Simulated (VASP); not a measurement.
**SiC: single point with LDA**

SiC:

```
Si C
1.0
     0.00000    2.17400    2.17400
     2.17400    0.00000    2.17400
     2.17400    2.17400    0.00000
Si C
1 1
Direct
  0.87803 0.00000 0.00000
  0.75000 0.75000 0.75000
```

This cell differs from its parent crystal: all Si atoms moved +0.375 Å, as atom 1 towards its neighbour atom 1 (Si) at 3.075 Å.

* Program: VASP 6.6.1
* Task: single point
* Functional: LDA
* Potentials or basis: VASP PAW LDA potentials, release 64 (Si, C)
* Cutoff: 520 eV
* k mesh: 14 × 14 × 14
* Occupations: gaussian, width 0.05 eV
* Spin: no spin polarisation
* Dipole correction: no
* Further INCAR settings: ALGO = Normal; EDIFF = 1e-07; NBANDS = 11

```yaml
Pressure: 15.8 GPa
Largest_force: 9.453 eV/Å
Band_gap_on_the_k_mesh: zero (bands 4 and 5 overlap by 0.28 eV)
```

Forces in eV/Å, atoms in the order of the input:
```
Si   5.152  5.605  5.605
C   -5.152 -5.605 -5.605
```

Stress tensor (GPa, compression positive):
```
28.18 22.95 22.95
22.95  9.63 19.49
22.95 19.49  9.63
```

Levels at points of the mesh, in eV from the Fermi level:
```csv
k point,band 1,band 2,band 3,band 4,band 5,band 6,band 7,band 8,band 9
"(0.00, 0.00, 0.00)",-16.53,-2.88,-1.07,0.06,4.67,5.82,6.30,7.22,13.08
"(0.50, 0.00, 0.00)",-13.29,-8.86,-3.48,-1.82,4.21,4.65,6.57,8.66,13.86
"(0.00, 0.50, 0.00)",-13.00,-9.67,-3.31,-0.88,3.51,4.82,7.29,8.98,13.76
"(0.50, 0.50, 0.50)",-12.55,-10.61,-2.38,-1.20,3.99,5.78,7.42,8.29,13.55
"(0.50, 0.50, 0.00)",-11.63,-8.86,-4.79,-3.74,-0.08,2.84,12.03,13.14,13.38
"(0.00, 0.50, 0.50)",-11.56,-9.13,-4.29,-3.69,-0.22,2.56,11.78,13.22,14.09
```

Wall time 4.9 min on 1 thread of AMD EPYC 7R13 (shared host), peak memory 0.23 GiB.

Caveat: the cell differs from its parent crystal (all Si atoms moved +0.375 Å, as atom 1 towards its neighbour atom 1 (Si) at 3.075 Å); the stress differs along the axes, from 10 to 28 GPa; semilocal functionals underestimate gaps, and a narrow one can read as zero; forces of over 1 eV/Å act on the atoms, so gaps and moduli don't describe the material at rest.
